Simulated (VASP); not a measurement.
Crystal: Ge3Pd.

```
CELL_PARAMETERS angstrom
4.14202 0.00000 0.00000
0.00000 4.14202 0.00000
0.00000 0.00000 4.14202
ATOMIC_POSITIONS crystal
Pd 0.00000 0.00000 0.00000
Ge 0.50000 0.50000 0.00000
Ge 0.50000 0.00000 0.50000
Ge 0.00000 0.50000 0.50000
```

Base run:

* Program: VASP 6.6.1
* Functional: PBEsol
* Potentials or basis: VASP PAW PBE potentials, release 64 (Pd, Ge_d)
* Cutoff: 520 eV
* k mesh: 7 × 7 × 7
* Occupations: fermi-dirac, width 0.05 eV
* Spin: no spin polarisation

Its results: band gap on the k mesh zero (band 26 reaches 7.51 eV, above the bottom of band 27 at 5.98 eV); pressure -4.6 GPa.

Task: The run is repeated on the same cell with these changes: hubbard terms from none to Pd d U = 6.0 eV. What comes out?

Result: Band gap on the k mesh zero (band 26 reaches 7.31 eV, above the bottom of band 27 at 4.91 eV); pressure -7.0 GPa.

Caveats: the PAW data sets were made with another functional, which shifts forces and pressure a little; U without spin polarisation on a metal has little footing (some runs); the U is typed as a test and isn't derived for this compound (some runs).
